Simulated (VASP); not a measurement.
# Sb (R-3m) in VASP: further runs

Runs on Sb. Level: LDA. Tasks: single point, relaxation of cell and atoms.

Everything below comes from runs of VASP 6.6.1. Logs are shortened: lines on timing, memory, paths and dates and some standing lists are left out, and cuts for length are marked.

## Step 1: The cell of the first run

The structure is trigonal, space group R-3m (No. 166). Conventional cell: a = 4.292 Å, b = 4.292 Å, c = 11.096 Å, α = 90.00°, β = 90.00°, γ = 120.00°. Within 3.8 Å of Sb (site symmetry 3m) lie 6 Sb at 2.89 to 3.32 Å.

## Step 2: Single point, LDA

Contents of INCAR:

```
ALGO = Normal ; EDIFF = 1E-7
ENCUT = 520 ; ISIF = 2
ISMEAR = 0 ; LASPH = True
LCHARG = True ; LELF = True
LREAL = False ; LVHAR = True
LWAVE = False ; NBANDS = 12
NELM = 80 ; PREC = Accurate
SIGMA = 0.05
```

Contents of KPOINTS:

```
k-points
0
Gamma
  6 6 6
```

Contents of POSCAR:

```
Sb
1.0
    2.1459927757      1.2389895067      3.6987703436
   -2.1459927757      1.2389895067      3.6987703436
    0.0000000000     -2.4779790134      3.6987703436
Sb
2
Direct
    0.2339707373      0.2339707373      0.2339707373
    0.7660292627      0.7660292627      0.7660292627
```

Potentials or basis: VASP PAW LDA potentials, release 64 (Sb).

Run with:

```bash
$ cat potpaw_LDA.64/Sb/POTCAR > POTCAR
$ mpirun -np 1 vasp_std > vasp.out
```

OUTCAR:

```text
EDIFF = 1E-7
   ENCUT = 520
   ISIF = 2
   ISMEAR = 0
   LASPH = True
   LREAL = False
   NELM = 80
   PREC = Accurate

 ion  position               nearest neighbor table
   1  0.234  0.234  0.234-   2 2.89   2 2.89   2 2.89   2 3.32   2 3.32   2 3.32
   2  0.766  0.766  0.766-   1 2.89   1 2.89   1 2.89   1 3.32   1 3.32   1 3.32

  LATTYP: Found a trigonal (rhomboedric) cell.
 ALAT       =     4.4521098421
 COS(alpha) =     0.5353191602

  Lattice vectors:

 A1 = (   2.1459927757,   1.2389895067,   3.6987703436)
 A2 = (  -2.1459927757,   1.2389895067,   3.6987703436)
 A3 = (   0.0000000000,  -2.4779790134,   3.6987703436)

Analysis of symmetry for initial positions (statically):
=====================================================================
 Subroutine PRICEL returns:
 Original cell was already a primitive cell.

 Routine SETGRP: Setting up the symmetry group for a
 trigonal (rhombohedral) supercell.

 Subroutine GETGRP returns: Found 12 space group operations
 (whereof 12 operations were pure point group operations)
 out of a pool of 12 trial point group operations.

The static configuration has the point symmetry D_3d.

Analysis of symmetry for dynamics (positions and initial velocities):
=====================================================================
 Subroutine PRICEL returns:
 Original cell was already a primitive cell.

 Routine SETGRP: Setting up the symmetry group for a
 trigonal (rhombohedral) supercell.

 Subroutine GETGRP returns: Found 12 space group operations
 (whereof 12 operations were pure point group operations)
 out of a pool of 12 trial point group operations.

The dynamic configuration has the point symmetry D_3d.

 Subroutine INISYM returns: Found 12 space group operations
 (whereof 12 operations are pure point group operations),
 and found     1 'primitive' translations

----------------------------------------------------------------------------------------

                                     Primitive cell

  volume of cell :      59.0071

  direct lattice vectors                    reciprocal lattice vectors
     2.145992776  1.238989507  3.698770344     0.232992397  0.134518223  0.090120041
    -2.145992776  1.238989507  3.698770344    -0.232992397  0.134518223  0.090120041
     0.000000000 -2.477979013  3.698770344     0.000000000 -0.269036446  0.090120041

  length of vectors
[... 84 lines left out ...]
   EDIFFG = 0.1E-05   stopping-criterion for IOM
   NSW    =      0    number of steps for IOM
   IBRION =     -1    ionic relax: 0-MD 1-quasi-New 2-CG
   NFREE  =      0    steps in history (QN), initial steepest desc. (CG)
   ISIF   =      2    stress and relaxation
   ISYM   =      2    0-nonsym 1-usesym 2-fastsym
   POTIM  = 0.5000    time-step for ionic-motion
   TEBEG  =    0.0;   TEEND  =   0.0 temperature during run
   PSTRESS=    0.0 pullay stress
   NELECT =      10.0000    total number of electrons
   NUPDOWN=      -1.0000    fix difference up-down
   EMIN   =  10.00;   EMAX   =-10.00  energy-range for DOS
   EFERMI =   0.00;   METHOD = LEGACY
   ISMEAR =     0;   SIGMA  =   0.05  broadening in eV -4-tet -1-fermi 0-gaus
   EFERMI_NEDOS =   21; number of points for ismear=-14 and -15
   IALGO  =     38    algorithm
   IMIX   =      4    mixing-type and parameters
     AMIX     =   0.40;   BMIX     =  1.00
     AMIX_MAG =   1.60;   BMIX_MAG =  1.00
  volume/ion in A,a.u.               =      29.50       199.10
  Fermi-wavevector in a.u.,A,eV,Ry     =   0.905955  1.712007 11.167044  0.820755
  Thomas-Fermi vector in A             =   2.029585
   LORBIT       =      0    0 simple, 1 ext, 2 COOP (PROOUT), +10 PAW based schemes
   GGA     = CA    functional components
   LHFCALC =     F    Hartree Fock is set to
   AEXX    =    0.0000 exact exchange contribution
   IVDW    =     0    specifies the selected vdW correction
   LEPSILON=     F    determine dielectric tensor
   LRPA    =     F    only Hartree local field effects (RPA)
 non-spin polarized calculation
 Gauss-broadening in eV      SIGMA  =   0.05
  energy-cutoff  :      520.00
  volume of cell :       59.01
 maximum number of plane-waves:      1602
 NGX is ok and might be reduce to    36
   NGX = 17   NGY = 17   NGZ = 17

 number of electron      10.0000000 magnetization

 Free energy of the ion-electron system (eV)
  ---------------------------------------------------
  ext. energy  EPLUGINS =         0.00000000
  ---------------------------------------------------
  free energy    TOTEN  =        -9.63994135 eV

  energy without entropy =       -9.63897244  energy(sigma->0) =       -9.63945689

 E-fermi :   7.4749     XC(G=0):  -9.8188

 val. band max:        7.4730725302   @ k =   0.5000   0.5000   0.5000
 cond. band min:       7.4908645963   @ k =   0.3333   0.1667   0.1667
 fundamental gap:      0.0177920661
 Fermi energy:         7.4749476543

 k-point     1 :       0.0000    0.0000    0.0000
  band No.  band energies     occupation
      1      -5.4710      2.00000
      2       2.6785      2.00000
      3       5.3952      2.00000
      4       5.5704      2.00000
      5       5.5704      2.00000
      6       9.5566      0.00000
      7      10.1674      0.00000
      8      10.1674      0.00000
      9      12.4400      0.00000
     10      12.4400      0.00000
     11      12.6483      0.00000
     12      13.9306      0.00000
[... 331 lines left out ...]
 k-point    24 :      -0.3333    0.5000    0.1667
  band No.  band energies     occupation
      1      -2.7277      2.00000
      2      -1.3468      2.00000
      3       1.9889      2.00000
      4       2.9050      2.00000
      5       5.5736      2.00000
      6       9.3873      0.00000
      7      10.6920      0.00000
      8      13.1619      0.00000
      9      13.4401      0.00000
     10      14.5021      0.00000
     11      17.1802      0.00000
     12      18.0348      0.00000

 [... further k-points ...]
[... 5 lines left out ...]
  --------------------------------------------------------------------------------------
  -------------------------------------------------------------------------------------
  Total        0.1148817      0.1148817      0.0712666     -0.0000000     -0.0000000      0.0000000
  in kB        3.1192989      3.1192989      1.9350497     -0.0000000     -0.0000000      0.0000000
  external PRESSURE =       2.7245492 kB  Pullay stress =       0.0000000 kB

 VOLUME and BASIS-vectors are now :
 -----------------------------------------------------------------------------
  energy-cutoff  :      520.00
  volume of cell :       59.01
      direct lattice vectors                 reciprocal lattice vectors
     2.145992776  1.238989507  3.698770344     0.232992397  0.134518223  0.090120041
    -2.145992776  1.238989507  3.698770344    -0.232992397  0.134518223  0.090120041
     0.000000000 -2.477979013  3.698770344     0.000000000 -0.269036446  0.090120041

 POSITION                                       TOTAL-FORCE (eV/Angst)
 -----------------------------------------------------------------------------------
      0.00000      0.00000      2.59621         0.000000      0.000000      0.071060
      0.00000      0.00000      8.50010         0.000000      0.000000     -0.071060
 -----------------------------------------------------------------------------------
    total drift:                               -0.000000     -0.000000      0.000000

  FREE ENERGIE OF THE ION-ELECTRON SYSTEM (eV)
  ---------------------------------------------------
  free  energy   TOTEN  =        -9.6399413514 eV

  energy  without entropy=       -9.6389724377  energy(sigma->0) =       -9.63945689
```

stdout:

```text
POSCAR found type information on POSCAR Sb
 POSCAR found :  1 types and       2 ions
 scaLAPACK will be used
 LDA part: xc-table for (Slater(with rela. corr.)+CA(PZ))
 , standard interpolation
 POSCAR, INCAR and KPOINTS ok, starting setup
 FFT: planning ... GRIDC
 FFT: planning ... GRID_SOFT
 FFT: planning ... GRID
 WAVECAR not read
 entering main loop
```

Run time: 31 s. Hardware: 1 thread of Intel Xeon 8259CL, shared host; peak memory 0.17 GiB.

Results:

- Free energy: -9.6399 eV
- Pressure: 0.3 GPa
- Largest force: 0.071 eV/Å
- Band gap on the k mesh: zero (bands 5 and 6 overlap by 0.29 eV)

Forces on the atoms (eV/Å):
```
Sb   0.000  0.000  0.071
Sb   0.000  0.000 -0.071
```

Caveat: spin-orbit coupling is left out, which moves the levels of the heavy elements.

## Step 3: Relaxation of cell and atoms, LDA

This run uses another cell than the first one, of 30.21 Å³/atom.

Contents of INCAR:

```
ALGO = Normal ; EDIFF = 1E-6
EDIFFG = -0.03 ; ENCUT = 600
GGA = CA ; IBRION = 2
ISIF = 3 ; ISMEAR = 0
LASPH = True ; LCHARG = False
LREAL = False ; LWAVE = False
NELM = 100 ; NSW = 80
PREC = Accurate ; SIGMA = 0.05
```

KPOINTS is that of step 2.

Contents of POSCAR:

```
Sb
1.0
    2.1542000000      1.2437300000      3.7580000000
   -2.1542000000      1.2437300000      3.7580000000
    0.0000000000     -2.4874600000      3.7580000000
Sb
2
Direct
    0.2334900000      0.2334900000      0.2334900000
    0.7665100000      0.7665100000      0.7665100000
```

Potentials or basis: VASP PAW LDA potentials, release 64 (Sb).

Run with:

```bash
$ cat potpaw_LDA.64/Sb/POTCAR > POTCAR
$ mpirun -np 1 vasp_std > vasp.out
```

Run time: 68 s. Hardware: 1 thread of Intel Xeon 8259CL, shared host; peak memory 0.18 GiB.

Results (log left out):

```yaml
Free_energy: -9.6406 eV
Relaxed_volume: 29.57 Å³/atom
Relaxed_cell: a = 4.450 Å, b = 4.450 Å, c = 4.450 Å, α = 57.78°, β = 57.78°, γ = 57.78°
Space_group_after_relaxing_to_0.1_Å: R-3m (No. 166)
Energy_gained_by_relaxing: 1.9 meV/atom
Ionic_steps: 5
Pressure_after_relaxing: -0.1 GPa
Largest_force_after_relaxing: 0.011 eV/Å
Band_gap_on_the_k_mesh: zero (bands 5 and 6 overlap by 0.27 eV)
```

Forces on the atoms (eV/Å):
```
Sb   0.000  0.000  0.011
Sb   0.000  0.000 -0.011
```

The path:
| step | energy change (eV) | largest force (eV/Å) | pressure (GPa) | volume (Å³) |
| --- | --- | --- | --- | --- |
| 1 | 0.0000 | 0.0175 | -0.85 | 60.41 |
| 2 | -0.0015 | 0.1175 | 0.54 | 59.03 |
| 3 | -0.0024 | 0.0649 | 0.02 | 59.54 |
| 4 | -0.0030 | 0.0491 | 0.00 | 59.44 |
| 5 | -0.0039 | 0.0111 | -0.06 | 59.15 |

Final structure:
```
Sb
1.0
     2.15001    1.24131    3.69360
    -2.15001    1.24131    3.69360
     0.00000   -2.48262    3.69360
Sb
2
Direct
  0.23445 0.23445 0.23445
  0.76555 0.76555 0.76555
```

Levels at points of the mesh, in eV from the Fermi level:
```csv
k point,band 2,band 3,band 4,band 5,band 6,band 7,band 8,band 9
"(0.00, 0.00, 0.00)",-4.80,-2.05,-1.89,-1.89,2.14,2.72,2.72,4.96
"(0.50, 0.00, 0.00)",-9.80,-1.92,-1.75,-0.33,-0.25,0.18,0.36,7.67
"(0.50, 0.50, 0.00)",-8.05,-5.61,-3.84,-3.79,1.49,5.00,5.49,7.05
"(0.50, 0.50, 0.50)",-9.16,-1.36,-1.36,-0.57,-0.02,-0.02,1.00,7.09
```

Caveat: spin-orbit coupling is left out, which moves the levels of the heavy elements. LDA usually gives volumes a few per cent too small.
